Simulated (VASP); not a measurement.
A run of VASP 6.6.1 is set up as follows.

POSCAR

```
KF
1.0
    2.6853830942      2.6853830942      0.0000000000
   -2.6853830942      2.6853830942      0.0000000000
    0.0000000000      2.6853830942      2.6428423720
K F
1 1
Direct
    0.0000000000      0.0000000000      0.0000000000
    0.5000000000      0.5000000000      0.0000000000
```

INCAR.step1

```
ALGO     = Normal         # electronic algorithm
EDIFF    = 1E-4           # SCF threshold, eV
ENCUT    = 520            # plane-wave cutoff, eV
GGA      = PE             # functional
ISMEAR   = 0              # smearing method
LASPH    = True           # aspherical terms in the spheres
LCHARG   = False          # write CHGCAR
LREAL    = False          # projectors in reciprocal space
LWAVE    = True           # write WAVECAR
NBANDS   = 15             # bands
NELM     = 100            # most SCF steps
PREC     = Accurate       # precision mode
SIGMA    = 0.01           # smearing width, eV
```

INCAR.step2

```
ALGO     = Normal         # electronic algorithm
EDIFF    = 1E-7           # SCF threshold, eV
ENCUT    = 520            # plane-wave cutoff, eV
ISIF     = 2              # what is computed and relaxed
ISMEAR   = 0              # smearing method
ISTART   = 1            
LASPH    = True           # aspherical terms in the spheres
LCHARG   = False          # write CHGCAR
LMIXTAU  = True         
LREAL    = False          # projectors in reciprocal space
LWAVE    = False          # write WAVECAR
METAGGA  = R2SCAN         # meta-GGA
NBANDS   = 15             # bands
NELM     = 100            # most SCF steps
PREC     = Accurate       # precision mode
SIGMA    = 0.01           # smearing width, eV
```

Contents of KPOINTS:

```
k-points
0
Gamma
  8 8 8
```

Potentials or basis: VASP PAW PBE potentials, release 64 (K_sv, F).

Command:

```sh
$ cat potpaw_PBE.64/K_sv/POTCAR potpaw_PBE.64/F/POTCAR > POTCAR
$ cp INCAR.step1 INCAR
$ mpirun -np 1 vasp_std > vasp.out
$ cp INCAR.step2 INCAR
$ mpirun -np 1 vasp_std > vasp.out
```

(1) Estimate the pressure.

(2) Predict the band gap on the k mesh.

Answers

(1) -0.5 GPa.

(2) 6.82 eV, direct.

Caveat: the cell differs from its parent crystal (in-plane strain +0.01); the PAW data sets were made with another functional, which shifts forces and pressure a little.
